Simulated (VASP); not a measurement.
# Fe: single point with PBE

Crystal: Fe.

```
CELL_PARAMETERS angstrom
-1.41550 1.41550 1.41550
1.41550 -1.41550 1.41550
1.41550 1.41550 -1.41550
ATOMIC_POSITIONS crystal
Fe 0.00000 0.00000 0.00000
```

- Program: VASP 6.6.1
- Task: single point
- Functional: PBE
- Potentials or basis: VASP PAW PBE potentials, release 64 (Fe)
- Cutoff: 520 eV
- k mesh: 16 × 16 × 16
- Occupations: fermi-dirac, width 0.0612256 eV
- Spin: collinear spin, ferromagnetic start
- Starting moments: [2.5] μB
- Dipole correction: no
- Further INCAR settings: ALGO = Normal; EDIFF = 1e-06; NBANDS = 14

| Property | Result |
| --- | --- |
| Pressure | 0.0 GPa |
| Net moment | 2.19 μB per cell |
| Site moments | Fe +2.19 μB |
| Valence electrons inside the program's atomic spheres | Fe 7.27 |

Levels at points of the mesh, in eV from the Fermi level:
Spin up:
| k point | band 2 | band 3 | band 4 | band 5 | band 6 | band 7 | band 8 | band 9 |
| --- | --- | --- | --- | --- | --- | --- | --- | --- |
| (0.00, 0.00, 0.00) | -2.31 | -2.31 | -2.31 | -1.10 | -1.10 | 25.02 | 25.02 | 25.02 |
| (0.50, 0.00, 0.00) | -3.40 | -1.03 | -0.91 | 0.38 | 0.51 | 7.36 | 18.37 | 20.24 |
| (0.50, 0.50, 0.50) | -4.86 | 0.11 | 0.11 | 0.11 | 9.94 | 9.94 | 9.94 | 15.65 |
Spin down:
```csv
k point,band 1,band 2,band 3,band 4,band 5,band 6
"(0.00, 0.00, 0.00)",-8.28,-0.40,-0.40,-0.40,1.66,1.66
"(0.50, 0.00, 0.00)",-3.65,-1.68,0.62,1.51,1.91,2.60
"(0.50, 0.50, 0.50)",-3.04,-3.04,2.30,2.30,2.30,10.21
```

Run time: 29 s on 1 thread of Intel(R) Xeon(R) Platinum 8488C (Sapphire Rapids) (shared host), peak memory 0.15 GiB.
